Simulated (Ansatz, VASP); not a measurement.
One calculation of SnO2, two programs

The input INCAR:

```
SYSTEM = SnO2
PREC = Accurate
ENCUT = 520
EDIFF = 1E-7
ISMEAR = 0
SIGMA = 0.05
LREAL = .False.
LASPH = .True.
NELM = 60
ALGO = Normal
ISIF = 2
LWAVE = .False.
LCHARG = .False.
GGA = PE
NBANDS = 35
```

Contents of KPOINTS:

```
regular mesh
0
Gamma
  6 6 8
  0 0 0
```

Contents of POSCAR:

```
SnO2
1.0
    4.9405222631      0.0000000000      0.0000000000
    0.0000000000      4.9405362667      0.0000000000
    0.0000000000      0.0000000000      3.0866914697
Sn O
2 4
Direct
    0.5000000000      0.5000000000      0.5000000000
    0.0000000000      0.0000000000      0.0000000000
    0.3311802080      0.2820256502      0.0000000000
    0.8311802080      0.2179743498      0.5000000000
    0.1688197920      0.7820256502      0.5000000000
    0.6688197920      0.7179743498      0.0000000000
```

Input for Ansatz:

```yaml
crystal:
  lattice:
    - [4.9405222631, 0.0, 0.0]
    - [0.0, 4.9405362667, 0.0]
    - [0.0, 0.0, 3.0866914697]
  atoms:
    - { symbol: Sn, position: [0.5, 0.5, 0.5] }
    - { symbol: Sn, position: [0.0, 0.0, 0.0] }
    - { symbol: O, position: [0.331180208, 0.2820256502, 0.0] }
    - { symbol: O, position: [0.831180208, 0.2179743498, 0.5] }
    - { symbol: O, position: [0.168819792, 0.7820256502, 0.5] }
    - { symbol: O, position: [0.668819792, 0.7179743498, 0.0] }
basis:
  ecutwfc: 520.0
kpoints:
  mp_grid: { grid: [6, 6, 8] }
hamiltonian:
  xc: pbe
  pseudopotentials: { kind: paw, azcp: { folder: soft_1 } }
scf:
  occupations: { method: gaussian, width: 0.05 }
output:
  forces: true
  stress: true
  eigenvalues: true
  write_density: true
  write_potential: true
  elf: true
  volumetric_format: npy
```

Change from the starting cell: mode 4 frozen in at +0.168 Å, strain +e along z and -e/2 along x and y -0.0467.

Alike in both runs: task single point; functional PBE; k mesh 6 × 6 × 8; occupations gaussian, width 0.05 eV; no spin polarisation.

```csv
,VASP,Ansatz
version,VASP 6.6.1,Ansatz 0.2.0
potentials or method,"VASP PAW PBE potentials, release 64 (Sn_d, O), cutoff 520 eV","scalar-relativistic, plane waves, PAW"
valence electrons in the cell,52,52
```

|  | VASP | Ansatz | Ansatz less VASP |
| --- | --- | --- | --- |
| gap on the k mesh at the Fermi level (eV) | 1.13 | 1.15 | +0.014 |
| least direct gap on the mesh (eV) | 1.14 | 1.15 | +0.014 |
| pressure (GPa) | 3.0 | 2.4 | -0.61 |
| traceless stress, the component that is largest in VASP (GPa) | 10.68 | 10.38 | -0.301 |
| rms of the force components (eV/Å) | 0.077 | 0.071 | -0.0056 |

Atom by atom the forces differ by 0.019 eV/Å (rms over components).
